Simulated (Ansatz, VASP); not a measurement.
Al2O3 in VASP and in Ansatz

```
CELL_PARAMETERS angstrom
2.79780 0.00000 0.00000
-1.39890 2.42296 0.00000
0.00000 0.00000 9.33675
ATOMIC_POSITIONS crystal
Al 0.00000 0.00000 0.14999
Al 0.00000 0.00000 0.85001
O 0.33333 0.66667 0.22232
O 0.66667 0.33333 0.00000
O 0.33333 0.66667 0.77768
```

Change from the starting cell: strain -0.030 along x and y, +0.000 along z, atoms carried along.

Alike in both runs: task single point; functional PBE; dispersion D3(BJ); k mesh 12 × 12 × 4; occupations gaussian, width 0.05 eV; no spin polarisation.

|  | VASP | Ansatz |
| --- | --- | --- |
| version | VASP 6.6.1 | Ansatz 0.2.0 |
| potentials or method | VASP PAW PBE potentials, release 64 (Al, O), cutoff 520 eV | scalar-relativistic, plane waves, PAW |
| valence electrons in the cell | 24 | 24 |

VASP gave:

| Property | Result |
| --- | --- |
| gap on the k mesh at the Fermi level (eV) | 5.60 |
| least direct gap on the mesh (eV) | 5.88 |
| pressure (GPa) | 9.6 |
| traceless stress, the component that is largest in VASP (GPa) | -8.43 |
| rms of the force components (eV/Å) | 0.396 |

Question: What did Ansatz give for the same quantities?

Answer: gap on the k mesh at the Fermi level (eV): 5.61; least direct gap on the mesh (eV): 5.89; pressure (GPa): 9.5; traceless stress, the component that is largest in VASP (GPa): -8.13; rms of the force components (eV/Å): 0.412.

Atom by atom the forces differ by 0.017 eV/Å (rms over components).
